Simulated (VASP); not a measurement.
Wanted: the native input for a VASP 6.6.1 run.

```
Task                   : single point
Functional             : PBE
Potentials or basis    : VASP PAW PBE potentials, release 64 (Mn_pv)
Cutoff                 : 520 eV
k mesh                 : 20 × 20 × 10
Occupations            : gaussian, width 0.05 eV
Spin                   : no spin polarisation
Dipole correction      : no
Further INCAR settings : ALGO = Fast; EDIFF = 1e-07; NBANDS = 20
```

The structure of Mn lies in POSCAR:

```
Mn
1.0
    2.4814288107      0.0000000000      0.0000000000
   -1.2407144054      2.1489803878      0.0000000000
    0.0000000000      0.0000000000      4.0135258042
Mn
2
Direct
    0.3333333333      0.6666666667      0.7500000000
    0.6666666667      0.3333333333      0.2500000000
```

This isn't the form of Mn at room conditions, which is a 58-atom cubic cell.

These files were run (other wordings do the same):

INCAR

```
SYSTEM = Mn
PREC = Accurate ; ENCUT = 520
EDIFF = 1E-7 ; ISMEAR = 0
SIGMA = 0.05 ; LREAL = .FALSE.
LASPH = .TRUE. ; NELM = 60
ALGO = Fast ; ISIF = 2
LWAVE = .FALSE. ; LCHARG = .FALSE.
GGA = PE ; NBANDS = 20
```

KPOINTS

```
regular mesh
0
G
  20 20 10
  0 0 0
```

Potentials or basis: VASP PAW PBE potentials, release 64 (Mn_pv).

Launch:

```sh
$ cat potpaw_PBE.64/Mn_pv/POTCAR > POTCAR
$ mpirun -np 1 vasp_std > vasp.out
```

It gave:

| Item | Value |
| --- | --- |
| Pressure | -0.1 GPa |
| Band gap on the k mesh | zero (bands 13 and 14 overlap by 2.17 eV) |

Caveat: the run has no spin polarisation, though such a crystal can be magnetic.

Wall time 2.7 min on 1 thread of Intel Xeon 8259CL, on a shared host, peak memory 0.2 GiB.
